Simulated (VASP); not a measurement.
A run of VASP 6.6.1 is set up as follows.

POSCAR

```
Al2O3
1.0
    2.6535789524      0.0000000000      0.0000000000
   -1.3267894762      2.2980667837      0.0000000000
    0.0000000000      0.0000000000      8.5898141032
Al O
2 3
Direct
    0.0000000000      0.0000000000      0.1499923300
    0.0000000000      0.0000000000      0.8500076700
    0.3333333333      0.6666666667      0.2223169200
    0.6666666667      0.3333333333      0.0000000000
    0.3333333333      0.6666666667      0.7776830800
```

The input INCAR.step1:

```
SYSTEM = Al2O3
ALGO     = Normal         ! electronic algorithm
EDIFF    = 1E-4           ! SCF threshold, eV
ENCUT    = 520            ! plane-wave cutoff, eV
GGA      = PE             ! functional
ISMEAR   = 0              ! smearing method
LASPH    = .True.         ! aspherical terms in the spheres
LCHARG   = .False.        ! write CHGCAR
LREAL    = .False.        ! projectors in reciprocal space
LWAVE    = .True.         ! write WAVECAR
NBANDS   = 20             ! bands
NELM     = 100            ! most SCF steps
PREC     = Accurate       ! precision mode
SIGMA    = 0.05           ! smearing width, eV
```

File INCAR.step2:

```
SYSTEM = Al2O3
ALGO     = Normal         ! electronic algorithm
EDIFF    = 1E-6           ! SCF threshold, eV
ENCUT    = 520            ! plane-wave cutoff, eV
ISIF     = 2              ! what is computed and relaxed
ISMEAR   = 0              ! smearing method
ISTART   = 1            
LASPH    = .True.         ! aspherical terms in the spheres
LCHARG   = .False.        ! write CHGCAR
LMIXTAU  = .True.       
LREAL    = .False.        ! projectors in reciprocal space
LWAVE    = .False.        ! write WAVECAR
METAGGA  = R2SCAN         ! meta-GGA
NBANDS   = 20             ! bands
NELM     = 100            ! most SCF steps
PREC     = Accurate       ! precision mode
SIGMA    = 0.05           ! smearing width, eV
```

KPOINTS

```
k-points
0
Gamma
  12 12 4
  0 0 0
```

Potentials or basis: VASP PAW PBE potentials, release 64 (Al, O).

The run is started by

```sh
$ cat potpaw_PBE.64/Al/POTCAR potpaw_PBE.64/O/POTCAR > POTCAR
$ cp INCAR.step1 INCAR
$ mpirun -np 1 vasp_std > vasp.out
$ cp INCAR.step2 INCAR
$ mpirun -np 1 vasp_std > vasp.out
```

(1) Estimate the largest force.

(2) Estimate the band gap on the k mesh.

(3) Estimate the pressure.

## Answers

(1) 3.841 eV/Å.

(2) 7.86 eV (least direct gap 8.26 eV).

(3) 53.7 GPa.

Caveat: the cell differs from its parent crystal (strain -0.080 along x and y, -0.080 along z); the cell stands under pressure; the PAW data sets were made with another functional, which shifts forces and pressure a little.
